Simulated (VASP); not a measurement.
# C (a cell with a defect) in VASP: single point with PBE

Aim: the single point of C (a cell with a defect) with PBE.

Program: VASP 6.6.1. These are calculated values, not measurements. Logs are shortened: lines on timing, memory, paths and dates and some standing lists are left out, and cuts for length are marked.

## (1) The cell of the first run

The cell holds a defect, 53 atoms: a = 7.566 Å, b = 7.566 Å, c = 7.566 Å, α = 60.00°, β = 60.00°, γ = 60.00°.

## (2) Single point, PBE, collinear spin (atoms taken out, then relaxed in part)

INCAR

```
  ALGO = Normal
  EDIFF = 1E-6
  ENCUT = 520
  GGA = PE
  ISIF = 2
  ISMEAR = -1
  ISPIN = 2
  LASPH = T
  LCHARG = T
  LELF = T
  LORBIT = 11
  LREAL = Auto
  LVHAR = T
  LWAVE = F
  MAGMOM = 0 0 0 0 0 0 0 0 0 0 0 0 0 0 0 0 0 0 0 0 0 0 0 0 0 0 0.5 0 0.5 0 0 0 0.5 0 0 0 0 0 0 0 0 0 0 0 0.5 0 0 0 0 0 0 0 0
  NBANDS = 142
  NELM = 150
  PREC = Accurate
  SIGMA = 0.01
```

KPOINTS

```
k-points
0
Gamma
  3 3 3
```

POSCAR

```
C
1.0
    0.0000000000      5.3501100000      5.3501100000
    5.3501100000      0.0000000000      5.3501100000
    5.3501100000      5.3501100000      0.0000000000
C
53
Direct
   -0.0000330254     -0.0000330254      0.3306671229
   -0.0000330254     -0.0000330254      0.6693989278
   -0.0000330254      0.3306671229     -0.0000330254
   -0.0001928440      0.3333976147      0.3333976147
   -0.0000330254      0.3306671229      0.6693989278
   -0.0000330254      0.6693989278     -0.0000330254
   -0.0000330254      0.6693989278      0.3306671229
   -0.0000477810      0.6666825937      0.6666825937
    0.3306671229     -0.0000330254     -0.0000330254
    0.3333976147     -0.0001928440      0.3333976147
    0.3306671229     -0.0000330254      0.6693989278
    0.3333976147      0.3333976147     -0.0001928440
    0.3333976147      0.3333976147      0.3333976147
    0.3331643052      0.3331643052      0.6668356948
    0.3306671229      0.6693989278     -0.0000330254
    0.3331643052      0.6668356948      0.3331643052
    0.3331643052      0.6668356948      0.6668356948
    0.6693989278     -0.0000330254     -0.0000330254
    0.6693989278     -0.0000330254      0.3306671229
    0.6666825937     -0.0000477810      0.6666825937
    0.6693989278      0.3306671229     -0.0000330254
    0.6668356948      0.3331643052      0.3331643052
    0.6668356948      0.3331643052      0.6668356948
    0.6666825937      0.6666825937     -0.0000477810
    0.6668356948      0.6668356948      0.3331643052
    0.6666825937      0.6666825937      0.6666825937
    0.0899848054      0.0899848054      0.0899848054
    0.0837604761      0.0837604761      0.4162395239
    0.0899848054      0.0899848054      0.7300455839
    0.0837604761      0.4162395239      0.0837604761
    0.0837604761      0.4162395239      0.4162395239
    0.0836553700      0.4158232564      0.7502606868
    0.0899848054      0.7300455839      0.0899848054
    0.0836553700      0.7502606868      0.4158232564
    0.0836553700      0.7502606868      0.7502606868
    0.4162395239      0.0837604761      0.0837604761
    0.4162395239      0.0837604761      0.4162395239
    0.4158232564      0.0836553700      0.7502606868
    0.4162395239      0.4162395239      0.0837604761
    0.4167369179      0.4167369179      0.4167369179
    0.4167369179      0.4167369179      0.7497892462
    0.4158232564      0.7502606868      0.0836553700
    0.4167369179      0.7497892462      0.4167369179
    0.4158232564      0.7502606868      0.7502606868
    0.7300455839      0.0899848054      0.0899848054
    0.7502606868      0.0836553700      0.4158232564
    0.7502606868      0.0836553700      0.7502606868
    0.7502606868      0.4158232564      0.0836553700
    0.7497892462      0.4167369179      0.4167369179
    0.7502606868      0.4158232564      0.7502606868
    0.7502606868      0.7502606868      0.0836553700
    0.7502606868      0.7502606868      0.4158232564
    0.7500000000      0.7500000000      0.7500000000
```

Potentials or basis: VASP PAW PBE potentials, release 64 (C).

Launch:

```console
cat potpaw_PBE.64/C/POTCAR > POTCAR
mpirun -np 1 vasp_std > vasp.out
```

OUTCAR:

```text
EDIFF = 1E-6
   ENCUT = 520
   GGA = PE
   ISIF = 2
   ISMEAR = -1
   ISPIN = 2
   LASPH = T
   LORBIT = 11
   LREAL = Auto
   NELM = 150
   PREC = Accurate

 ion  position               nearest neighbor table
   1  1.000  1.000  0.331-  27 1.49  34 1.54  46 1.54  28 1.56
   2  1.000  1.000  0.669-  29 1.49  35 1.54  47 1.54  28 1.56
   3  1.000  0.331  1.000-  27 1.49  32 1.54  48 1.54  30 1.56
   4  1.000  0.333  0.333-  31 1.54  30 1.54  28 1.54  49 1.54
   5  1.000  0.331  0.669-  29 1.49  50 1.54  32 1.54  31 1.56
   6  1.000  0.669  1.000-  33 1.49  35 1.54  51 1.54  30 1.56
[... 33 lines left out ...]
  40  0.417  0.417  0.417-  13 1.54  14 1.55  16 1.55  22 1.55
  41  0.417  0.417  0.750-  12 1.54  14 1.55  17 1.55  23 1.55
  42  0.416  0.750  0.084-  16 1.54   9 1.54  15 1.54  24 1.55
  43  0.417  0.750  0.417-  10 1.54  16 1.55  17 1.55  25 1.55
  44  0.416  0.750  0.750-  17 1.54  15 1.54  11 1.54  26 1.55
  45  0.730  0.090  0.090-  19 1.49  21 1.49  18 1.49
  46  0.750  0.084  0.416-  22 1.54   1 1.54  19 1.54  20 1.55
  47  0.750  0.084  0.750-  23 1.54  18 1.54   2 1.54  20 1.55
  48  0.750  0.416  0.084-  22 1.54   3 1.54  21 1.54  24 1.55
  49  0.750  0.417  0.417-   4 1.54  22 1.55  23 1.55  25 1.55
  50  0.750  0.416  0.750-  23 1.54  21 1.54   5 1.54  26 1.55
  51  0.750  0.750  0.084-  25 1.54  18 1.54   6 1.54  24 1.55
  52  0.750  0.750  0.416-  25 1.54  19 1.54   7 1.54  26 1.55
  53  0.750  0.750  0.750-  26 1.54  20 1.54  24 1.54   8 1.54

  LATTYP: Found a face centered cubic cell.
 ALAT       =    10.7002200000

  Lattice vectors:

 A1 = (   0.0000000000,   5.3501100000,   5.3501100000)
 A2 = (   5.3501100000,   0.0000000000,   5.3501100000)
 A3 = (   5.3501100000,   5.3501100000,   0.0000000000)

Analysis of symmetry for initial positions (statically):
=====================================================================
 Subroutine PRICEL returns:
 Original cell was already a primitive cell.

 Routine SETGRP: Setting up the symmetry group for a
 face centered cubic supercell.

 Subroutine GETGRP returns: Found 24 space group operations
 (whereof 24 operations were pure point group operations)
 out of a pool of 48 trial point group operations.

The static configuration has the point symmetry T_d .

Analysis of symmetry for dynamics (positions and initial velocities):
=====================================================================
 Subroutine PRICEL returns:
 Original cell was already a primitive cell.

 Routine SETGRP: Setting up the symmetry group for a
 face centered cubic supercell.

 Subroutine GETGRP returns: Found 24 space group operations
 (whereof 24 operations were pure point group operations)
 out of a pool of 48 trial point group operations.

The dynamic configuration has the point symmetry T_d .

Analysis of structural, dynamic, and magnetic symmetry:
=====================================================================
 Subroutine PRICEL returns:
 Original cell was already a primitive cell.

 Routine SETGRP: Setting up the symmetry group for a
 face centered cubic supercell.

 Subroutine GETGRP returns: Found 24 space group operations
 (whereof 24 operations were pure point group operations)
 out of a pool of 48 trial point group operations.

The overall configuration has the point symmetry T_d .

 Subroutine INISYM returns: Found 24 space group operations
 (whereof 24 operations are pure point group operations),
 and found     1 'primitive' translations

----------------------------------------------------------------------------------------

                                     Primitive cell

  volume of cell :     306.2796

  direct lattice vectors                    reciprocal lattice vectors
     0.000000000  5.350110000  5.350110000    -0.093456022  0.093456022  0.093456022
     5.350110000  0.000000000  5.350110000     0.093456022 -0.093456022  0.093456022
     5.350110000  5.350110000  0.000000000     0.093456022  0.093456022 -0.093456022

  length of vectors
     7.566198122  7.566198122  7.566198122     0.161870579  0.161870579  0.161870579

  position of ions in fractional coordinates (direct lattice)
     0.999966975  0.999966975  0.330667123
[... 150 lines left out ...]
   PREC   = accura    normal or accurate (medium, high low for compatibility)
   ISTART =      0    job   : 0-new  1-cont  2-samecut
   ICHARG =      2    charge: 1-file 2-atom 10-const
   ISPIN  =      2    spin polarized calculation?
   LNONCOLLINEAR =      F non collinear calculations
   LSORBIT =      F    spin-orbit coupling
   LASPH  =      T    aspherical Exc in radial PAW
   ENCUT  =  520.0 eV  38.22 Ry    6.18 a.u.  14.07 14.07 14.07*2*pi/ulx,y,z
   NELM   =    150;   NELMIN=  2; NELMDL= -5     # of ELM steps
   EDIFF  = 0.1E-05   stopping-criterion for ELM
   LREAL  =      T    real-space projection
   EDIFFG = 0.1E-04   stopping-criterion for IOM
   NSW    =      0    number of steps for IOM
   IBRION =     -1    ionic relax: 0-MD 1-quasi-New 2-CG
   NFREE  =      0    steps in history (QN), initial steepest desc. (CG)
   ISIF   =      2    stress and relaxation
   ISYM   =      2    0-nonsym 1-usesym 2-fastsym
   POTIM  = 0.5000    time-step for ionic-motion
   TEBEG  =    0.0;   TEEND  =   0.0 temperature during run
   PSTRESS=    0.0 pullay stress
   NELECT =     212.0000    total number of electrons
   NUPDOWN=      -1.0000    fix difference up-down
   EMIN   =  10.00;   EMAX   =-10.00  energy-range for DOS
   EFERMI =   0.00;   METHOD = LEGACY
   ISMEAR =    -1;   SIGMA  =   0.01  broadening in eV -4-tet -1-fermi 0-gaus
   EFERMI_NEDOS =   21; number of points for ismear=-14 and -15
   IALGO  =     38    algorithm
   IMIX   =      4    mixing-type and parameters
     AMIX     =   0.40;   BMIX     =  1.00
     AMIX_MAG =   1.60;   BMIX_MAG =  1.00
  volume/ion in A,a.u.               =       5.78        39.00
  Fermi-wavevector in a.u.,A,eV,Ry     =   1.448152  2.736610 28.533370  2.097144
  Thomas-Fermi vector in A             =   2.566025
   LORBIT       =     11    0 simple, 1 ext, 2 COOP (PROOUT), +10 PAW based schemes
   GGA     = PE    functional components
   LHFCALC =     F    Hartree Fock is set to
   AEXX    =    0.0000 exact exchange contribution
   IVDW    =     0    specifies the selected vdW correction
   LEPSILON=     F    determine dielectric tensor
   LRPA    =     F    only Hartree local field effects (RPA)
 spin polarized calculation
  energy-cutoff  :      520.00
  volume of cell :      306.28
 maximum number of plane-waves:      8291
   NGX = 29   NGY = 29   NGZ = 29

 number of electron     211.9999990 magnetization      -0.0956078

 number of electron     211.9999990 magnetization       0.0688093

 Free energy of the ion-electron system (eV)
  ---------------------------------------------------
  ext. energy  EPLUGINS =         0.00000000
  ---------------------------------------------------
  free energy    TOTEN  =      -475.88272869 eV

  energy without entropy =     -475.88060126  energy(sigma->0) =     -475.88166498

 E-fermi :  11.0222     XC(G=0): -13.1444

 val. band max:       10.5804151718   @ k =   0.3333   0.3333   0.0000
 cond. band min:      11.0387160887   @ k =  -0.3333   0.3333   0.0000
 fundamental gap:      0.4583009169
 Fermi energy:        11.0221568897

 spin component 1

 k-point     1 :       0.0000    0.0000    0.0000
  band No.  band energies     occupation
      1     -11.9843      1.00000
      2      -9.1333      1.00000
      3      -9.0835      1.00000
      4      -9.0835      1.00000
      5      -9.0835      1.00000
      6      -9.0060      1.00000
[... 473 lines left out ...]
    117      15.9596      0.00000
    118      16.0196      0.00000
 Fermi energy:        11.0221568897

 spin component 2

 k-point     1 :       0.0000    0.0000    0.0000
  band No.  band energies     occupation
      1     -11.9829      1.00000
      2      -9.1325      1.00000
      3      -9.0816      1.00000
      4      -9.0816      1.00000
      5      -9.0816      1.00000
      6      -9.0051      1.00000
[... 473 lines left out ...]
    117      15.9611      0.00000
    118      16.0214      0.00000
 [bands above 118 left out]

------------------------ aborting loop because EDIFF is reached ----------------------------------------

  FORCE on cell =-STRESS in cart. coord.  units (eV):
  Direction    XX          YY          ZZ          XY          YZ          ZX
  --------------------------------------------------------------------------------------
  -------------------------------------------------------------------------------------
  Total        5.4692303      5.4692303      5.4692303      0.0000000      0.0000000      0.0000000
  in kB       28.6100531     28.6100531     28.6100531      0.0000000      0.0000000      0.0000000
  external PRESSURE =      28.6100531 kB  Pullay stress =       0.0000000 kB

 VOLUME and BASIS-vectors are now :
 -----------------------------------------------------------------------------
  energy-cutoff  :      520.00
  volume of cell :      306.28
      direct lattice vectors                 reciprocal lattice vectors
     0.000000000  5.350110000  5.350110000    -0.093456022  0.093456022  0.093456022
     5.350110000  0.000000000  5.350110000     0.093456022 -0.093456022  0.093456022
     5.350110000  5.350110000  0.000000000     0.093456022  0.093456022 -0.093456022

 POSITION                                       TOTAL-FORCE (eV/Angst)
 -----------------------------------------------------------------------------------
      7.11904      7.11904     10.69987         0.016371      0.016371      0.004736
      8.93129      8.93129     10.69987        -0.016371     -0.016371      0.004736
      7.11904     10.69987      7.11904         0.016371      0.004736      0.016371
      3.56743      7.13279      7.13279        -0.004037      0.004037      0.004037
      5.35046      8.93129      7.11904        -0.004736     -0.016371      0.016371
      8.93129     10.69987      8.93129        -0.016371      0.004736     -0.016371
[... 45 lines left out ...]
      6.23868      6.23868      8.02795        -0.006458     -0.006458      0.008403
      8.02516      8.02516      8.02516         0.000000      0.000000     -0.000000
 -----------------------------------------------------------------------------------
    total drift:                                0.000001      0.000001      0.000001

  FREE ENERGIE OF THE ION-ELECTRON SYSTEM (eV)
  ---------------------------------------------------
  free  energy   TOTEN  =      -475.8827286912 eV

  energy  without entropy=     -475.8806012599  energy(sigma->0) =     -475.88166498

 total charge

# of ion       s       p       d       tot
------------------------------------------
    1        0.832   1.750   0.000   2.582
    2        0.832   1.750   0.000   2.582
    3        0.832   1.750   0.000   2.582
    4        0.830   1.751   0.000   2.581
    5        0.832   1.750   0.000   2.582
    6        0.832   1.750   0.000   2.582
[... 45 lines left out ...]
   52        0.830   1.744   0.000   2.574
   53        0.830   1.747   0.000   2.577
--------------------------------------------------
tot         44.173  92.151   0.000 136.324

 magnetization (x)

# of ion       s       p       d       tot
------------------------------------------
    1       -0.000  -0.000   0.000  -0.000
    2       -0.000  -0.000   0.000  -0.000
    3       -0.000  -0.000   0.000  -0.000
    4       -0.000  -0.000   0.000  -0.000
    5       -0.000  -0.000   0.000  -0.000
    6       -0.000  -0.000   0.000  -0.000
[... 45 lines left out ...]
   52        0.000   0.000   0.000   0.000
   53        0.000   0.000   0.000   0.000
--------------------------------------------------
tot          0.004   0.038   0.000   0.042
```

It took 13 min on 1 thread of Intel Xeon Platinum 8259CL at 2.50GHz (Skylake/Cascade Lake), shared host; peak memory 0.65 GiB.

Results:

- Free energy: -475.8827 eV
- Pressure: 2.9 GPa
- Largest force: 0.032 eV/Å
- Net moment: 0.07 μB per cell
- Valence electrons inside the program's atomic spheres: C 2.58, 2.57, 2.54, 2.55 (each value once)

Forces on the atoms (eV/Å):
```
C    0.016  0.016  0.005
C   -0.016 -0.016  0.005
C    0.016  0.005  0.016
C   -0.004  0.004  0.004
C   -0.005 -0.016  0.016
C   -0.016  0.005 -0.016
C   -0.005  0.016 -0.016
C   -0.019  0.019  0.019
C    0.005  0.016  0.016
C    0.004 -0.004  0.004
C   -0.016 -0.005  0.016
C    0.004  0.004 -0.004
C   -0.004 -0.004 -0.004
C    0.000  0.000  0.005
C   -0.016  0.016 -0.005
C    0.000  0.005  0.000
C   -0.005  0.000  0.000
C    0.005 -0.016 -0.016
C    0.016 -0.005 -0.016
C    0.019 -0.019  0.019
C    0.016 -0.016 -0.005
C    0.005  0.000  0.000
C    0.000 -0.005  0.000
C    0.019  0.019 -0.019
C    0.000  0.000 -0.005
C   -0.019 -0.019 -0.019
C   -0.016 -0.016 -0.016
C    0.000  0.000  0.011
C    0.016  0.016 -0.016
C    0.000  0.011  0.000
C   -0.011  0.000  0.000
C   -0.006  0.006 -0.008
C    0.016 -0.016  0.016
C   -0.006 -0.008  0.006
C    0.008  0.006  0.006
C    0.011  0.000  0.000
C    0.000 -0.011  0.000
C    0.006 -0.006 -0.008
C    0.000  0.000 -0.011
C   -0.012 -0.012 -0.012
C    0.012  0.012 -0.012
C    0.006 -0.008 -0.006
C    0.012 -0.012  0.012
C    0.008 -0.006 -0.006
C   -0.016  0.016  0.016
C   -0.008 -0.006  0.006
C    0.006  0.008  0.006
C   -0.008  0.006 -0.006
C   -0.012  0.012  0.012
C   -0.006  0.008 -0.006
C    0.006  0.006  0.008
C   -0.006 -0.006  0.008
C    0.000  0.000  0.000
```

Levels at points of the mesh, in eV from the Fermi level:
Spin up:
| k point | band 104 | band 105 | band 106 | band 107 | band 108 | band 109 |
| --- | --- | --- | --- | --- | --- | --- |
| (0.00, 0.00, 0.00) | -2.15 | -2.15 | 0.50 | 0.50 | 0.50 | 2.59 |
Spin down:
| k point | band 102 | band 103 | band 104 | band 105 | band 106 | band 107 | band 108 | band 109 | band 110 | band 111 |
| --- | --- | --- | --- | --- | --- | --- | --- | --- | --- | --- |
| (0.00, 0.00, 0.00) | -3.87 | -2.14 | -2.14 | -2.14 | 0.53 | 0.53 | 0.53 | 2.59 | 2.59 | 2.85 |

Caveat: the cell differs from its parent crystal (atoms taken out, then relaxed in part).
